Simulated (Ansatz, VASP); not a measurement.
**NaCl in VASP and in Ansatz**

Contents of INCAR:

```
  ALGO = Normal
  EDIFF = 1E-7
  ENCUT = 520
  GGA = PE
  ISIF = 2
  ISMEAR = -1
  LASPH = True
  LCHARG = True
  LELF = True
  LREAL = False
  LVHAR = True
  LWAVE = False
  NBANDS = 14
  NELM = 60
  PREC = Accurate
  SIGMA = 0.02
```

Contents of KPOINTS:

```
k-points
0
Gamma
  8 8 8
```

POSCAR

```
NaCl
1.0
    2.8600000000      0.0000000000      0.0000000000
    0.0000000000      2.8600000000      0.0000000000
    0.0000000000      0.0000000000      2.9458000000
Na Cl
1 1
Direct
    0.0000000000      0.0000000000      0.0000000000
    0.5000000000      0.5000000000      0.5000000000
```

Input for Ansatz:

```yaml
crystal:
  lattice:
    - [2.86, 0.0, 0.0]
    - [0.0, 2.86, 0.0]
    - [0.0, 0.0, 2.9458]
  atoms:
    - { symbol: Na, position: [0.0, 0.0, 0.0] }
    - { symbol: Cl, position: [0.5, 0.5, 0.5] }
kpoints:
  mp_grid: { grid: [8, 8, 8] }
  band_path:
    path:
      - [0.0, 0.0, 0.0]
      - [0.0, 0.5, 0.0]
      - [0.5, 0.5, 0.0]
      - [0.0, 0.0, 0.0]
      - [0.0, 0.0, 0.5]
      - [0.0, 0.5, 0.5]
      - [0.5, 0.5, 0.5]
      - [0.0, 0.0, 0.5]
      - [0.0, 0.5, 0.0]
    npoints: 5
scf:
  occupations: { method: fermi_dirac, width: 0.02 }
hamiltonian:
  xc: pbe
  pseudopotentials: { kind: all_electron, lapw: { basis_error: 0.00025 } }
output:
  forces: true
  stress: true
  eigenvalues: true
```

Change from the starting cell: zz strain of +3 %.

Alike in both runs: task single point; functional PBE; k mesh 8 × 8 × 8; occupations fermi-dirac, width 0.02 eV; no spin polarisation.

```csv
,VASP,Ansatz
version,VASP 6.6.1,Ansatz 0.2.0
potentials or method,"VASP PAW PBE potentials, release 64 (Na_pv, Cl), cutoff 520 eV","all-electron LAPW, scalar-relativistic"
```

|  | VASP | Ansatz | Ansatz less VASP |
| --- | --- | --- | --- |
| gap on the k mesh at the Fermi level (eV) | 4.39 | 4.35 | -0.044 |
| pressure (GPa) | 58.0 | 57.8 | -0.16 |
| traceless stress, the component that is largest in VASP (GPa) | -4.67 | -4.69 | -0.020 |

Both programs put the cell under a high pressure, so it lies far from rest at this level. Ansatz ran all-electron here, and VASP with PAW potentials.
